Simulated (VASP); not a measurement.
**Al3H: single point with PBE**

Slab: Al3H, a slab with vacuum.

```
Al H
1.0
     2.85676    0.00000    0.00000
     0.00000    2.85676    0.00000
     0.00000    0.00000   19.67470
Al H
3 1
Direct
  0.50000 0.50000 0.20331
  0.00000 0.00000 0.30927
  0.50000 0.50000 0.41549
  0.66667 0.66667 0.48966
```

```
Program             : VASP 6.6.1
Task                : single point
Functional          : PBE
Potentials or basis : VASP PAW PBE potentials, release 64 (Al, H)
Cutoff              : 520 eV
k mesh              : 9 × 9 × 1
Occupations         : gaussian, width 0.1 eV
Spin                : no spin polarisation
```

```yaml
Largest_force: 0.372 eV/Å
Band_gap_on_the_k_mesh: zero (band 5 reaches 0.41 eV, above the bottom of band 6 at -1.00 eV)
```

Forces on the atoms (eV/Å):
```
Al  -0.049 -0.049 -0.050
Al   0.018  0.018  0.371
Al  -0.047 -0.047 -0.344
H    0.078  0.078  0.022
```

Levels at points of the mesh, in eV from the Fermi level:
```tsv
k point	band 2	band 3	band 4	band 5	band 6	band 7	band 8	band 9
(0.00, 0.00, 0.00)	-8.47	-5.96	-3.15	0.60	3.45	4.48	5.48	5.95
```

Run time: 87 s on 1 thread of AMD EPYC 7R43 64-Core Processor (Zen 3), with other jobs on the host, peak memory 0.23 GiB.
